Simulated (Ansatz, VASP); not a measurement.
Hg2S in VASP and in Ansatz

```xyz
6
Lattice="0.0000 4.5641 4.5641 4.5641 0.0000 4.5641 4.5641 4.5641 0.0000" Properties=species:S:1:pos:R:3 pbc="T T T"
Hg    1.1821    1.1821    1.1821
Hg    3.3820    3.3820    1.1821
Hg    3.3820    1.1821    3.3820
Hg    1.1821    3.3820    3.3820
S     4.5641    4.5641    4.5641
S     0.0000    0.0000    0.0000
```

Alike in both runs: task single point; functional PBE; k mesh 4 × 4 × 4; occupations gaussian, width 0.1 eV; no spin polarisation.

|  | VASP | Ansatz |
| --- | --- | --- |
| version | VASP 6.6.1 | Ansatz 0.2.0 |
| potentials or method | VASP PAW PBE potentials, release 64 (Hg, S), cutoff 520 eV | scalar-relativistic, plane waves, PAW |
| valence electrons in the cell | 60 | 92 |

|  | VASP | Ansatz | Ansatz less VASP |
| --- | --- | --- | --- |
| gap on the k mesh at the Fermi level (eV) | none | none | - |
| pressure (GPa) | 16.9 | 16.0 | -0.96 |
| rms of the force components (eV/Å) | 4.492 | 4.304 | -0.1871 |

Atom by atom the forces differ by 0.187 eV/Å (rms over components). A gap of «none» marks a metal or a gap that the smearing closes. VASP's potentials hold 60 valence electrons a cell and Ansatz's 92, so a difference there can come from the potentials and not from the codes.

Spin-orbit coupling is off throughout.
